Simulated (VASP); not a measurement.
Set up this calculation in VASP 6.6.1, as the native input.

| Item | Value |
| --- | --- |
| Task | electric field gradients |
| Functional | PBE |
| Potentials or basis | VASP PAW PBE potentials, release 64 (Sn_d, S) |
| Cutoff | 400 eV |
| k mesh | 3 × 8 × 7 |
| Occupations | fermi-dirac, width 0.01 eV |
| Spin | no spin polarisation |
| Dipole correction | no |
| Further INCAR settings | ALGO = Normal; EDIFF = 1e-08; NBANDS = 50 |

The structure of SnS lies in POSCAR:

```
SnS
1.0
   11.3920185100      0.0000000000      0.0000000000
    0.0000000000      3.9568552100      0.0000000000
    0.0000000000      0.0000000000      4.5328106900
Sn S
4 4
Direct
    0.6216327500      0.2500000000      0.3695398400
    0.3783672500      0.7500000000      0.6304601600
    0.8783672500      0.7500000000      0.8695398400
    0.1216327500      0.2500000000      0.1304601600
    0.3474974600      0.2500000000      0.0105968000
    0.6525025400      0.7500000000      0.9894032000
    0.1525025400      0.7500000000      0.5105968000
    0.8474974600      0.2500000000      0.4894032000
```

The input as run:

INCAR

```
PREC = Accurate
ENCUT = 400
EDIFF = 1E-8
ISMEAR = -1
SIGMA = 0.01
LREAL = F
LASPH = T
NELM = 120
ALGO = Normal
ISIF = 2
LWAVE = F
LCHARG = F
GGA = PE
LEFG = T
NBANDS = 50
GGA_COMPAT = F
```

KPOINTS

```
Automatic mesh
0
Gamma
  3 8 7
```

Potentials or basis: VASP PAW PBE potentials, release 64 (Sn_d, S).

The run is started by

```sh
$ cat potpaw_PBE.64/Sn_d/POTCAR potpaw_PBE.64/S/POTCAR > POTCAR
$ mpirun -np 1 vasp_std > vasp.out
```

It gave:

* Pressure: 1.2 GPa
* Largest force: 0.203 eV/Å
* Band gap on the k mesh: 1.03 eV (least direct gap 1.46 eV)
* Largest electric field gradient by atom: Sn -117.1; S -41.1 V/Å²

Caveat: without QUAD_EFG the Cq values of the log hold for a quadrupole moment of 1 mb, not for the nuclei; spin-orbit coupling is left out, which moves the levels of the heavy elements.

It took 4.6 min on 1 thread of AMD EPYC 7R13 Processor (Zen 3), on a shared host, peak memory 0.34 GiB.
